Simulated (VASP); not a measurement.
A run of VASP 6.6.1 is set up as follows.

File INCAR:

```
SYSTEM = Ru
PREC     = Accurate       ! precision mode
ENCUT    = 520            ! plane-wave cutoff, eV
EDIFF    = 1E-6           ! SCF threshold, eV
ISMEAR   = 1              ! smearing method
SIGMA    = 0.3            ! smearing width, eV
LREAL    = .False.        ! projectors in reciprocal space
LASPH    = .True.         ! aspherical terms in the spheres
NELM     = 80             ! most SCF steps
ALGO     = Normal         ! electronic algorithm
ISIF     = 2              ! what is computed and relaxed
LWAVE    = .False.        ! write WAVECAR
LCHARG   = .True.         ! write CHGCAR
GGA      = CA             ! functional
LELF     = .True.         ! ELF
LVHAR    = .True.       
NBANDS   = 21             ! bands
```

Contents of KPOINTS:

```
Automatic mesh
0
Gamma
  13 13 8
  0 0 0
```

POSCAR

```
Ru
1.0
    2.6775346364      0.0000000000      0.0000000000
   -1.3387673182      2.3188130146      0.0000000000
    0.0000000000      0.0000000000      4.2181251212
Ru
2
Direct
    0.3333333333      0.6666666667      0.2500000000
    0.6666666667      0.3333333333      0.7500000000
```

Potentials or basis: VASP PAW LDA potentials, release 64 (Ru_pv).

The run is started by

```bash
$ cat potpaw_LDA.64/Ru_pv/POTCAR > POTCAR
$ mpirun -np 1 vasp_std > vasp.out
```

Q: Predict the band gap on the k mesh.

A: Zero (bands 14 and 15 overlap by 3.28 eV).

Q: What does it give for the pressure?

A: 0.7 GPa.

Stress tensor (GPa, compression positive):
```
0.87 0.00 0.00
0.00 0.87 0.00
0.00 0.00 0.49
```

Caveat: so wide a smearing shifts energies and pressures.
